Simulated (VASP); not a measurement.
# MnS (F-43m) in VASP: further runs, part 2 of 2

VASP 6.6.1. The steps go on from the part before.

## Step 5: Relaxation of cell and atoms, RPBE, collinear spin, ferromagnetic start

This run uses another cell than the first one, of 15.13 Å³/atom, 0.954 times its volume.

File INCAR:

```
  PREC = Accurate
  ENCUT = 600
  EDIFF = 1E-7
  ISMEAR = -1
  SIGMA = 0.05
  LREAL = F
  LASPH = T
  NELM = 150
  ALGO = Normal
  ISIF = 3
  LWAVE = F
  LCHARG = F
  ISPIN = 2
  MAGMOM = 4 0
  LORBIT = 11
  LMAXMIX = 4
  GGA = RP
  IBRION = 2
  NSW = 60
  EDIFFG = -0.01
```

File KPOINTS:

```
regular mesh
0
Gamma
  9 9 9
```

File POSCAR:

```
MnS
1.0
    0.0000000000      2.4734634191      2.4734634191
    2.4734634191      0.0000000000      2.4734634191
    2.4734634191      2.4734634191      0.0000000000
Mn S
1 1
Direct
    0.0000000000      0.0000000000      0.0000000000
    0.7500000000      0.7500000000      0.7500000000
```

Potentials or basis: VASP PAW PBE potentials, release 64 (Mn_pv, S).

On the command line:

```
$ cat potpaw_PBE.64/Mn_pv/POTCAR potpaw_PBE.64/S/POTCAR > POTCAR
$ mpirun -np 1 vasp_std > vasp.out
```

OUTCAR:

```text
PREC = Accurate
   ENCUT = 600
   EDIFF = 1E-7
   ISMEAR = -1
   LREAL = F
   LASPH = T
   NELM = 150
   ISIF = 3
   ISPIN = 2
   LORBIT = 11
   GGA = RP
   IBRION = 2
   NSW = 60
   EDIFFG = -0.01

 ion  position               nearest neighbor table
   1  0.000  0.000  0.000-   2 2.14   2 2.14   2 2.14   2 2.14
   2  0.750  0.750  0.750-   1 2.14   1 2.14   1 2.14   1 2.14

  LATTYP: Found a face centered cubic cell.
 ALAT       =     4.9469268382

  Lattice vectors:

 A1 = (   0.0000000000,   2.4734634191,   2.4734634191)
 A2 = (   2.4734634191,   0.0000000000,   2.4734634191)
 A3 = (   2.4734634191,   2.4734634191,   0.0000000000)

Analysis of symmetry for initial positions (statically):
=====================================================================
 Subroutine PRICEL returns:
 Original cell was already a primitive cell.

 Routine SETGRP: Setting up the symmetry group for a
 face centered cubic supercell.

 Subroutine GETGRP returns: Found 24 space group operations
 (whereof 24 operations were pure point group operations)
 out of a pool of 48 trial point group operations.

The static configuration has the point symmetry T_d .

Analysis of symmetry for dynamics (positions and initial velocities):
=====================================================================
 Subroutine PRICEL returns:
 Original cell was already a primitive cell.

 Routine SETGRP: Setting up the symmetry group for a
 face centered cubic supercell.

 Subroutine GETGRP returns: Found 24 space group operations
 (whereof 24 operations were pure point group operations)
 out of a pool of 48 trial point group operations.

The dynamic configuration has the point symmetry T_d .

Analysis of structural, dynamic, and magnetic symmetry:
=====================================================================
 Subroutine PRICEL returns:
 Original cell was already a primitive cell.

 Routine SETGRP: Setting up the symmetry group for a
 face centered cubic supercell.

 Subroutine GETGRP returns: Found 24 space group operations
 (whereof 24 operations were pure point group operations)
[... 153 lines left out ...]

  FORCE on cell =-STRESS in cart. coord.  units (eV):
  Direction    XX          YY          ZZ          XY          YZ          ZX
  --------------------------------------------------------------------------------------
  -------------------------------------------------------------------------------------
  Total        1.1792913      1.1792913      1.1792913      0.0000000      0.0000000      0.0000000
  in kB       62.4288340     62.4288340     62.4288340      0.0000000      0.0000000      0.0000000
  external PRESSURE =      62.4288340 kB  Pullay stress =       0.0000000 kB
[... 59 lines left out ...]
--------------------------------------- Ionic step        3  -------------------------------------------

 number of electron      19.0000008 magnetization       0.2473117

 Free energy of the ion-electron system (eV)
  ---------------------------------------------------
  ext. energy  EPLUGINS =         0.00000000
  ---------------------------------------------------
  free energy    TOTEN  =       -12.79191021 eV

  energy without entropy =      -12.77141458  energy(sigma->0) =      -12.78166240

 E-fermi :   7.0506     XC(G=0): -10.8737

 val. band max:        7.0411943783   @ k =  -0.4444   0.3333   0.1111
 cond. band min:       7.0526340757   @ k =  -0.3333   0.1111   0.0000
 fundamental gap:      0.0114396974
 Fermi energy:         7.0505732122

 spin component 1

 k-point     1 :       0.0000    0.0000    0.0000
  band No.  band energies     occupation
      1     -40.8657      1.00000
      2     -40.8657      1.00000
      3     -40.8657      1.00000
      4      -8.0551      1.00000
      5       2.4551      1.00000
      6       2.4551      1.00000
      7       2.4551      1.00000
      8       6.1616      1.00000
      9       6.1616      1.00000
     10      10.4263      0.00000
     11      10.4264      0.00000
     12      10.4264      0.00000
     13      10.6137      0.00000
     14      14.7717      0.00000
[... 403 lines left out ...]
      4      -6.5495      1.00000
      5       0.5771      1.00000
      6       2.9953      1.00000
      7       2.9953      1.00000
      8       5.4223      1.00000
      9       6.7372      0.99811
     10       6.9088      0.94454
     11       7.3301      0.00372
     12       7.3301      0.00372
     13      12.2610      0.00000
     14      13.7288      0.00000
     15      19.9629      0.00000

 [... further k-points ...]

 spin component 2

 k-point     1 :       0.0000    0.0000    0.0000
  band No.  band energies     occupation
      1     -40.6273      1.00000
      2     -40.6273      1.00000
      3     -40.6273      1.00000
      4      -8.0499      1.00000
      5       2.5057      1.00000
      6       2.5057      1.00000
      7       2.5057      1.00000
      8       6.4670      0.99999
      9       6.4671      0.99999
     10      10.5109      0.00000
     11      10.5109      0.00000
     12      10.5109      0.00000
     13      10.6459      0.00000
     14      14.8278      0.00000
[... 444 lines left out ...]
  FREE ENERGIE OF THE ION-ELECTRON SYSTEM (eV)
  ---------------------------------------------------
  free  energy   TOTEN  =       -12.7919102122 eV

  energy  without entropy=      -12.7714145783  energy(sigma->0) =      -12.78166240

 reached required accuracy - stopping structural energy minimisation

 total charge

# of ion       s       p       d       tot
------------------------------------------
    1        0.332   6.287   5.307  11.927
    2        1.322   2.418   0.000   3.741
--------------------------------------------------
tot          1.655   8.705   5.307  15.667

 magnetization (x)

# of ion       s       p       d       tot
------------------------------------------
    1        0.007   0.004   0.229   0.240
    2       -0.001  -0.006   0.000  -0.007
--------------------------------------------------
tot          0.006  -0.002   0.229   0.234
```

OSZICAR:

```text
N       E                     dE             d eps       ncg     rms          rms(c)
DAV:   1     0.164326356439E+03    0.16433E+03   -0.11775E+04  2100   0.152E+03
DAV:   2    -0.634548604127E+01   -0.17067E+03   -0.16439E+03  2240   0.378E+02
[... 48 lines left out ...]
DAV:   6    -0.127919038504E+02    0.19116E-03   -0.60785E-04  2399   0.217E-01    0.217E-01
DAV:   7    -0.127919360406E+02   -0.32190E-04   -0.23636E-04  2436   0.133E-01    0.832E-02
DAV:   8    -0.127919134914E+02    0.22549E-04   -0.38079E-05  2588   0.706E-02    0.241E-02
DAV:   9    -0.127919104334E+02    0.30580E-05   -0.11066E-05  2191   0.225E-02    0.156E-02
DAV:  10    -0.127919101199E+02    0.31355E-06   -0.69014E-07  2387   0.898E-03    0.965E-03
DAV:  11    -0.127919102122E+02   -0.92285E-07   -0.11492E-07  1282   0.257E-03
   3 F= -.12791910E+02 E0= -.12781662E+02  d E =-.267954E-01  mag=     0.2473
```

CONTCAR:

```text
MnS
   1.00000000000000
    -0.0000000000000000    2.5121210360175645    2.5121210360175645
     2.5121210360175645    0.0000000000000000    2.5121210360175645
     2.5121210360175645    2.5121210360175645   -0.0000000000000000
  Mn              S
     1     1
Direct
     0.0000000000000000    0.0000000000000000    0.0000000000000000
     0.7500000000000000    0.7500000000000000    0.7500000000000000

  0.00000000E+00  0.00000000E+00  0.00000000E+00
  0.00000000E+00  0.00000000E+00  0.00000000E+00
```

It took 3 min on 1 thread of AMD EPYC 7R13, shared host; peak memory 0.17 GiB.

Results:

- Free energy: -12.7919 eV
- Relaxed volume: 15.85 Å³/atom
- Relaxed cell: a = 3.553 Å, b = 3.553 Å, c = 3.553 Å, α = 60.00°, β = 60.00°, γ = 60.00°
- Space group after relaxing (to 0.05 Å): F-43m (No. 216)
- Energy gained by relaxing: 13.4 meV/atom
- Ionic steps: 3
- Pressure after relaxing: 0.0 GPa
- Net moment: 0.25 μB per cell
- Site moments: Mn +0.24; S -0.01 μB
- Valence electrons inside the program's atomic spheres: Mn 11.93; S 3.74

Step by step:
| step | energy change (eV) | largest force (eV/Å) | pressure (GPa) | volume (Å³) |
| --- | --- | --- | --- | --- |
| 1 | 0.0000 | 0.0000 | 6.24 | 30.27 |
| 2 | -0.0102 | 0.0000 | -4.20 | 32.92 |
| 3 | -0.0268 | 0.0000 | -0.04 | 31.71 |

Final structure:
```xyz
2
Lattice="0.0000 2.5121 2.5121 2.5121 0.0000 2.5121 2.5121 2.5121 0.0000" Properties=species:S:1:pos:R:3 pbc="T T T"
Mn    0.0000    0.0000    0.0000
S     3.7682    3.7682    3.7682
```

Caveat: the PAW data sets were made with another functional, which shifts forces and pressure a little; the moment fell far below its start of 4 μB, so a state of higher moment may lie lower in energy; semilocal functionals often make such compounds metallic where correlation or magnetic order opens a gap, which also shifts bond lengths.

## Step 6: Single point, PBE, collinear spin, ferromagnetic start

This run uses another cell than the first one, of 15.13 Å³/atom, 0.954 times its volume.

File INCAR:

```
PREC = Accurate ; ENCUT = 520
EDIFF = 1E-6 ; ISMEAR = 0
SIGMA = 0.028000000000000004 ; LREAL = F
LASPH = T ; NELM = 150
ALGO = Normal ; ISIF = 2
LWAVE = F ; LCHARG = F
ISPIN = 2 ; MAGMOM = 4 0
LORBIT = 11 ; LMAXMIX = 4
GGA = PE ; NBANDS = 20
```

KPOINTS is that of step 5.

POSCAR is that of step 5.

Potentials or basis: VASP PAW PBE potentials, release 64 (Mn_pv, S).

On the command line:

```
$ cat potpaw_PBE.64/Mn_pv/POTCAR potpaw_PBE.64/S/POTCAR > POTCAR
$ mpirun -np 1 vasp_std > vasp.out
```

It took 7.5 min on 1 thread of AMD EPYC 7R43 (Zen 3), shared host; peak memory 0.15 GiB.

Results (log left out):

```
Free energy                                           : -13.6555 eV
Pressure                                              : 4.4 GPa
Net moment                                            : 0.61 μB per cell
Site moments                                          : Mn +0.47; S -0.02 μB
Valence electrons inside the program's atomic spheres : Mn 12.03; S 3.75
```

Levels at points of the mesh, in eV from the Fermi level:
Spin up:
| k point | band 6 | band 7 | band 8 | band 9 | band 10 | band 11 | band 12 | band 13 | band 14 | band 15 |
| --- | --- | --- | --- | --- | --- | --- | --- | --- | --- | --- |
| (0.00, 0.00, 0.00) | -4.86 | -4.86 | -1.17 | -1.17 | 3.48 | 3.48 | 3.48 | 3.69 | 7.79 | 7.79 |
Spin down:
| k point | band 6 | band 7 | band 8 | band 9 | band 10 | band 11 | band 12 | band 13 |
| --- | --- | --- | --- | --- | --- | --- | --- | --- |
| (0.00, 0.00, 0.00) | -4.70 | -4.70 | -0.55 | -0.55 | 3.74 | 3.74 | 3.74 | 3.78 |

Caveat: the moment fell far below its start of 4 μB, so a state of higher moment may lie lower in energy; a cell with one magnetic atom can't hold antiferromagnetic order, which such compounds often take; semilocal functionals often make such compounds metallic where correlation or magnetic order opens a gap, which also shifts bond lengths. With open d or f shells a metallic result of PBE can be an artefact of self-interaction; +U or a hybrid may open a gap.

## Step 7: Summary

```tsv
task	level	cell	cutoff (eV)	smearing	gap on the mesh (eV)	pressure (GPa)	moment (μB)	relaxed volume (Å³/atom)
single point	RPBE	a = 3.553 Å, angles 60.0°, 2 atoms	520	fermi-dirac 0.05 eV	none	9.8	2.10	-
relaxation of cell and atoms	revPBE	relaxed from a = 3.498 Å, angles 60.0°, 2 atoms	600	fermi-dirac 0.05 eV	none	0.0	0.24	15.74
relaxation of cell and atoms	RPBE	relaxed from a = 3.498 Å, angles 60.0°, 2 atoms	600	fermi-dirac 0.05 eV	none	0.0	0.25	15.85
single point	PBE	a = 3.498 Å, angles 60.0°, 2 atoms	520	gaussian 0.028 eV	none	4.4	0.61	-
```

Alike in all rows: potentials or basis VASP PAW PBE potentials, release 64 (Mn_pv, S); spin collinear, ferromagnetic start; k mesh 9 × 9 × 9.

Caveats: semilocal functionals often make such compounds metallic where correlation or magnetic order opens a gap, which also shifts bond lengths; the PAW data sets were made with another functional, which shifts forces and pressure a little (some runs); the moment fell far below its start of 4 μB, so a state of higher moment may lie lower in energy (some runs); a cell with one magnetic atom can't hold antiferromagnetic order, which such compounds often take (some runs).

Total energies depend on the potentials used, so only differences within one code and one set of settings carry meaning.
